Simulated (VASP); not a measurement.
# Be3Cd2S (R-3m) in VASP: relaxation of cell and atoms with PBE

Aim: the relaxation of cell and atoms of Be3Cd2S with PBE.

Program: VASP 6.6.1. These are calculated values, not measurements. Logs are shortened: lines on timing, memory, paths and dates and some standing lists are left out, and cuts for length are marked.

## 1. The cell of the first run

Symmetry: R-3m, No. 166, trigonal system. The conventional cell has a = 5.390 Å, b = 5.390 Å, c = 10.396 Å, α = 90.00°, β = 90.00°, γ = 120.00°. Be (site symmetry 2/m) has 2 S at 2.33 Å and 6 Cd at 2.61 to 3.02 Å and 4 Be at 2.69 Å within 3.1 Å. Cd (site symmetry 3m) has 9 Be at 2.61 to 3.02 Å and 4 Cd at 2.73 to 3.20 Å and 3 S at 3.13 Å within 3.4 Å. S (site symmetry -3m) has 6 Be at 2.33 Å and 6 Cd at 3.13 Å within 3.2 Å.

The cell was generated, and may not be a known phase.

## 2. Relaxation of cell and atoms, PBE

Contents of INCAR:

```
SYSTEM = Be3Cd2S
  ALGO = Normal
  EDIFF = 1E-6
  EDIFFG = -0.01
  ENCUT = 600
  GGA = PE
  IBRION = 2
  ISIF = 3
  ISMEAR = 0
  LASPH = .True.
  LCHARG = .False.
  LREAL = .False.
  LWAVE = .False.
  NELM = 60
  NSW = 100
  PREC = Accurate
  SIGMA = 0.1
```

Contents of KPOINTS:

```
k-points
0
Gamma
  12 12 12
  0 0 0
```

Contents of POSCAR:

```
Be3Cd2S
1.0
    2.6949344040      1.5559211036      3.4653629365
   -2.6949344040      1.5559211036      3.4653629365
    0.0000000000     -3.1118422072      3.4653629365
Be Cd S
3 2 1
Direct
    0.0000000000      0.5000000000      0.0000000000
    0.5000000000      0.0000000000      0.0000000000
    0.0000000000      0.0000000000      0.5000000000
    0.6314459746      0.6314459746      0.6314459746
    0.3685540254      0.3685540254      0.3685540254
    0.0000000000      0.0000000000      0.0000000000
```

Potentials or basis: VASP PAW PBE potentials, release 64 (Be, Cd, S).

On the command line:

```bash
$ cat potpaw_PBE.64/Be/POTCAR potpaw_PBE.64/Cd/POTCAR potpaw_PBE.64/S/POTCAR > POTCAR
$ mpirun -np 1 vasp_std > vasp.out
```

OUTCAR:

```text
SYSTEM = Be3Cd2S
   EDIFF = 1E-6
   EDIFFG = -0.01
   ENCUT = 600
   GGA = PE
   IBRION = 2
   ISIF = 3
   ISMEAR = 0
   LASPH = .True.
   LREAL = .False.
   NELM = 60
   NSW = 100
   PREC = Accurate

 ion  position               nearest neighbor table
   1  0.000  0.500  0.000-   6 2.33   6 2.33   4 2.61   5 2.61   4 3.02   5 3.02   4 3.02   5 3.02

   2  0.500  0.000  0.000-   6 2.33   6 2.33   4 2.61   5 2.61   4 3.02   5 3.02   5 3.02   4 3.02

   3  0.000  0.000  0.500-   6 2.33   6 2.33   4 2.61   5 2.61   4 3.02   4 3.02   5 3.02   5 3.02

   4  0.631  0.631  0.631-   1 2.61   2 2.61   3 2.61   5 2.73   3 3.02   3 3.02   2 3.02   1 3.02
                             1 3.02   2 3.02   6 3.13   6 3.13   6 3.13   5 3.20   5 3.20   5 3.20
   5  0.369  0.369  0.369-   1 2.61   2 2.61   3 2.61   4 2.73   3 3.02   3 3.02   2 3.02   1 3.02
                             1 3.02   2 3.02   6 3.13   6 3.13   6 3.13   4 3.20   4 3.20   4 3.20
   6  0.000  0.000  0.000-   1 2.33   2 2.33   1 2.33   2 2.33   3 2.33   3 2.33   4 3.13   5 3.13
                             4 3.13   5 3.13   4 3.13   5 3.13

  LATTYP: Found a trigonal (rhomboedric) cell.
 ALAT       =     4.6574995657
 COS(alpha) =     0.3303918253

  Lattice vectors:

 A1 = (   2.6949344040,   1.5559211036,   3.4653629365)
 A2 = (  -2.6949344040,   1.5559211036,   3.4653629365)
 A3 = (   0.0000000000,  -3.1118422072,   3.4653629365)

Analysis of symmetry for initial positions (statically):
=====================================================================
 Subroutine PRICEL returns:
 Original cell was already a primitive cell.

 Routine SETGRP: Setting up the symmetry group for a
 trigonal (rhombohedral) supercell.

 Subroutine GETGRP returns: Found 12 space group operations
 (whereof 12 operations were pure point group operations)
 out of a pool of 12 trial point group operations.

The static configuration has the point symmetry D_3d.

Analysis of symmetry for dynamics (positions and initial velocities):
=====================================================================
 Subroutine PRICEL returns:
 Original cell was already a primitive cell.

 Routine SETGRP: Setting up the symmetry group for a
 trigonal (rhombohedral) supercell.

 Subroutine GETGRP returns: Found 12 space group operations
 (whereof 12 operations were pure point group operations)
 out of a pool of 12 trial point group operations.

The dynamic configuration has the point symmetry D_3d.

 Subroutine INISYM returns: Found 12 space group operations
 (whereof 12 operations are pure point group operations),
 and found     1 'primitive' translations

----------------------------------------------------------------------------------------

                                     Primitive cell

  volume of cell :      87.1838

  direct lattice vectors                    reciprocal lattice vectors
     2.694934404  1.555921104  3.465362937     0.185533273  0.107117685  0.096190021
    -2.694934404  1.555921104  3.465362937    -0.185533273  0.107117685  0.096190021
     0.000000000 -3.111842207  3.465362937     0.000000000 -0.214235370  0.096190021

  length of vectors
     4.657499566  4.657499566  4.657499566     0.234838911  0.234838911  0.234838911

  position of ions in fractional coordinates (direct lattice)
     1.000000000  0.500000000  0.000000000
     0.500000000  1.000000000  0.000000000
     0.000000000  0.000000000  0.500000000
     0.631445975  0.631445975  0.631445975
     0.368554025  0.368554025  0.368554025
     0.000000000  0.000000000  0.000000000

  ion indices of the primitive-cell ions
   primitive index   ion index
                 1           1
                 2           2
                 3           3
                 4           4
                 5           5
                 6           6

----------------------------------------------------------------------------------------

 KPOINTS: k-points

Automatic generation of k-mesh.
 Grid dimensions read from file:
 generate k-points for:   12   12   12

 Generating k-lattice:

  Cartesian coordinates                     Fractional coordinates (reciprocal lattice)
     0.015461106  0.008926474  0.008015835     0.083333333 -0.000000000 -0.000000000
    -0.015461106  0.008926474  0.008015835    -0.000000000  0.083333333 -0.000000000
     0.000000000 -0.017852948  0.008015835    -0.000000000 -0.000000000  0.083333333

  Length of vectors
     0.019569909  0.019569909  0.019569909

[... 38 lines left out ...]
   dimension x,y,z NGX =    40 NGY =   40 NGZ =   40
   dimension x,y,z NGXF=    80 NGYF=   80 NGZF=   80
   ions per type =               3   2   1
   NGX,Y,Z   is equivalent  to a cutoff of  14.28, 14.28, 14.28 a.u.
   NGXF,Y,Z  is equivalent  to a cutoff of  28.56, 28.56, 28.56 a.u.
 SYSTEM =  Be3Cd2S
   PREC   = accura    normal or accurate (medium, high low for compatibility)
   ISTART =      0    job   : 0-new  1-cont  2-samecut
   ICHARG =      2    charge: 1-file 2-atom 10-const
   ISPIN  =      1    spin polarized calculation?
   LNONCOLLINEAR =      F non collinear calculations
   LSORBIT =      F    spin-orbit coupling
   LASPH  =      T    aspherical Exc in radial PAW
   ENCUT  =  600.0 eV  44.10 Ry    6.64 a.u.   9.30  9.30  9.30*2*pi/ulx,y,z
   NELM   =     60;   NELMIN=  2; NELMDL= -5     # of ELM steps
   EDIFF  = 0.1E-05   stopping-criterion for ELM
   LREAL  =      F    real-space projection
   EDIFFG = -.1E-01   stopping-criterion for IOM
   NSW    =    100    number of steps for IOM
   IBRION =      2    ionic relax: 0-MD 1-quasi-New 2-CG
   NFREE  =      1    steps in history (QN), initial steepest desc. (CG)
   ISIF   =      3    stress and relaxation
   ISYM   =      2    0-nonsym 1-usesym 2-fastsym
   POTIM  = 0.5000    time-step for ionic-motion
   TEBEG  =    0.0;   TEEND  =   0.0 temperature during run
   PSTRESS=    0.0 pullay stress
   NELECT =      36.0000    total number of electrons
   NUPDOWN=      -1.0000    fix difference up-down
   EMIN   =  10.00;   EMAX   =-10.00  energy-range for DOS
   EFERMI =   0.00;   METHOD = LEGACY
   ISMEAR =     0;   SIGMA  =   0.10  broadening in eV -4-tet -1-fermi 0-gaus
   EFERMI_NEDOS =   21; number of points for ismear=-14 and -15
   IALGO  =     38    algorithm
   IMIX   =      4    mixing-type and parameters
     AMIX     =   0.40;   BMIX     =  1.00
     AMIX_MAG =   1.60;   BMIX_MAG =  1.00
  volume/ion in A,a.u.               =      14.53        98.06
  Fermi-wavevector in a.u.,A,eV,Ry     =   1.219075  2.303718 20.220214  1.486144
  Thomas-Fermi vector in A             =   2.354340
   LORBIT       =      0    0 simple, 1 ext, 2 COOP (PROOUT), +10 PAW based schemes
   GGA     = PE    functional components
   LHFCALC =     F    Hartree Fock is set to
   AEXX    =    0.0000 exact exchange contribution
   IVDW    =     0    specifies the selected vdW correction
   LEPSILON=     F    determine dielectric tensor
   LRPA    =     F    only Hartree local field effects (RPA)
 conjugate gradient relaxation of ions
 non-spin polarized calculation
 Gauss-broadening in eV      SIGMA  =   0.10
  energy-cutoff  :      600.00
  volume of cell :       87.18
 maximum number of plane-waves:      2941
 NGX is ok and might be reduce to    40
   NGX = 19   NGY = 19   NGZ = 19

--------------------------------------- Ionic step        1  -------------------------------------------

 number of electron      35.9999992 magnetization

 Free energy of the ion-electron system (eV)
  ---------------------------------------------------
  ext. energy  EPLUGINS =         0.00000000
  ---------------------------------------------------
  free energy    TOTEN  =       -14.75569074 eV

  energy without entropy =      -14.74860093  energy(sigma->0) =      -14.75214583

------------------------ aborting loop because EDIFF is reached ----------------------------------------

  FORCE on cell =-STRESS in cart. coord.  units (eV):
  Direction    XX          YY          ZZ          XY          YZ          ZX
  --------------------------------------------------------------------------------------
  -------------------------------------------------------------------------------------
  Total       -0.0042728     -0.0042728      0.2152437      0.0000000      0.0000000      0.0000000
  in kB       -0.0785207     -0.0785207      3.9555352      0.0000000      0.0000000      0.0000000
  external PRESSURE =       1.2661646 kB  Pullay stress =       0.0000000 kB

 VOLUME and BASIS-vectors are now :
 -----------------------------------------------------------------------------
  energy-cutoff  :      600.00
  volume of cell :       87.18
      direct lattice vectors                 reciprocal lattice vectors
     2.694934404  1.555921104  3.465362937     0.185533273  0.107117685  0.096190021
    -2.694934404  1.555921104  3.465362937    -0.185533273  0.107117685  0.096190021
     0.000000000 -3.111842207  3.465362937     0.000000000 -0.214235370  0.096190021

 POSITION                                       TOTAL-FORCE (eV/Angst)
 -----------------------------------------------------------------------------------
     -1.34747      0.77796      1.73268        -0.000000      0.000000     -0.000000
      1.34747      0.77796      1.73268        -0.000000     -0.000000     -0.000000
      0.00000     -1.55592      1.73268         0.000000      0.000000     -0.000000
      0.00000      0.00000      6.56457         0.000000      0.000000      0.010137
      0.00000      0.00000      3.83152         0.000000     -0.000000     -0.010137
      0.00000      0.00000      0.00000         0.000000     -0.000000     -0.000000
 -----------------------------------------------------------------------------------
    total drift:                               -0.000000      0.000000      0.000000

  FREE ENERGIE OF THE ION-ELECTRON SYSTEM (eV)
  ---------------------------------------------------
  free  energy   TOTEN  =       -14.7556907356 eV

  energy  without entropy=      -14.7486009327  energy(sigma->0) =      -14.75214583

--------------------------------------- Ionic step        2  -------------------------------------------

 number of electron      35.9999992 magnetization

 Free energy of the ion-electron system (eV)
  ---------------------------------------------------
  ext. energy  EPLUGINS =         0.00000000
  ---------------------------------------------------
  free energy    TOTEN  =       -14.75591788 eV

  energy without entropy =      -14.74876678  energy(sigma->0) =      -14.75234233

 E-fermi :   5.1636     XC(G=0): -10.7405

 val. band max:        5.1513865936   @ k =   0.2500   0.1667   0.0833
 cond. band min:       5.1742917504   @ k =   0.5000   0.5000   0.3333
 fundamental gap:      0.0229051567
 Fermi energy:         5.1635509690

 k-point     1 :       0.0000    0.0000    0.0000
  band No.  band energies     occupation
      1      -9.5982      2.00000
      2      -4.5574      2.00000
      3      -4.4065      2.00000
      4      -4.4065      2.00000
      5      -4.0824      2.00000
      6      -4.0824      2.00000
[... 589 lines left out ...]
     21       7.4338      0.00000
     22       8.0617      0.00000

 [... further k-points ...]

------------------------ aborting loop because EDIFF is reached ----------------------------------------

  FORCE on cell =-STRESS in cart. coord.  units (eV):
  Direction    XX          YY          ZZ          XY          YZ          ZX
  --------------------------------------------------------------------------------------
  -------------------------------------------------------------------------------------
  Total       -0.0185001     -0.0185001      0.0400465      0.0000000     -0.0000000      0.0000000
  in kB       -0.3394126     -0.3394126      0.7347139      0.0000000     -0.0000000      0.0000000
  external PRESSURE =       0.0186296 kB  Pullay stress =       0.0000000 kB

 VOLUME and BASIS-vectors are now :
 -----------------------------------------------------------------------------
  energy-cutoff  :      600.00
  volume of cell :       87.33
      direct lattice vectors                 reciprocal lattice vectors
     2.694841820  1.555867650  3.471360282     0.185539647  0.107121365  0.096023837
    -2.694841820  1.555867650  3.471360282    -0.185539647  0.107121365  0.096023837
     0.000000000 -3.111735300  3.471360282     0.000000000 -0.214242730  0.096023837

 POSITION                                       TOTAL-FORCE (eV/Angst)
 -----------------------------------------------------------------------------------
      1.34742     -0.77793      8.67840         0.000000     -0.000000     -0.000000
     -1.34742     -0.77793      8.67840         0.000000     -0.000000      0.000000
      0.00000      1.55587      8.67840         0.000000     -0.000000     -0.000000
      0.00000      0.00000      6.57642         0.000000     -0.000000     -0.004121
      0.00000      0.00000      3.83766         0.000000      0.000000      0.004121
      0.00000      0.00000     10.41408         0.000000     -0.000000     -0.000000
 -----------------------------------------------------------------------------------
    total drift:                                0.000000      0.000000     -0.000000

  FREE ENERGIE OF THE ION-ELECTRON SYSTEM (eV)
  ---------------------------------------------------
  free  energy   TOTEN  =       -14.7559178752 eV

  energy  without entropy=      -14.7487667814  energy(sigma->0) =      -14.75234233

 reached required accuracy - stopping structural energy minimisation
```

Run time: 16 min. Hardware: 1 thread of Intel Xeon 8259CL, shared host; peak memory 0.57 GiB.

Results:

```
Free energy                           : -14.7559 eV
Relaxed volume                        : 14.55 Å³/atom
Relaxed cell                          : a = 4.662 Å, b = 4.662 Å, c = 4.662 Å, α = 70.63°, β = 70.63°, γ = 70.63°
Space group after relaxing (to 0.1 Å) : R-3m (No. 166)
Energy gained by relaxing             : 0.0 meV/atom
Ionic steps                           : 2
Pressure after relaxing               : 0.0 GPa
Largest force after relaxing          : 0.004 eV/Å
Band gap on the k mesh                : zero (bands 18 and 19 overlap by 1.30 eV)
```

Forces on the atoms (eV/Å):
```
Be   0.000  0.000  0.000
Be   0.000  0.000  0.000
Be   0.000  0.000  0.000
Cd   0.000  0.000 -0.004
Cd   0.000  0.000  0.004
S    0.000  0.000  0.000
```

Step by step:
```tsv
step	energy change (eV)	largest force (eV/Å)	pressure (GPa)	volume (Å³)
1	0.0000	0.0101	0.13	87.18
2	-0.0002	0.0041	0.00	87.33
```

Final structure:
```
CELL_PARAMETERS angstrom
2.69484 1.55587 3.47136
-2.69484 1.55587 3.47136
0.00000 -3.11174 3.47136
ATOMIC_POSITIONS crystal
Be 0.00000 0.50000 0.00000
Be 0.50000 0.00000 0.00000
Be 0.00000 0.00000 0.50000
Cd 0.63149 0.63149 0.63149
Cd 0.36851 0.36851 0.36851
S 0.00000 0.00000 0.00000
```

Levels at points of the mesh, in eV from the Fermi level:
```csv
k point,band 14,band 15,band 16,band 17,band 18,band 19,band 20,band 21,band 22
"(0.00, 0.00, 0.00)",-5.08,-5.08,-1.59,-0.78,-0.78,0.93,1.05,1.05,2.71
"(0.50, 0.00, 0.00)",-5.30,-4.58,-1.94,-1.08,-0.85,0.80,1.42,1.59,2.16
"(0.50, 0.50, 0.00)",-5.71,-5.27,-3.85,-0.99,0.47,1.99,2.23,2.56,2.75
"(0.50, 0.50, 0.50)",-4.94,-4.94,-2.92,-2.92,-2.16,0.30,1.96,2.33,2.33
```

The gap in the log of VASP goes by the Fermi energy; the results here count the filled bands.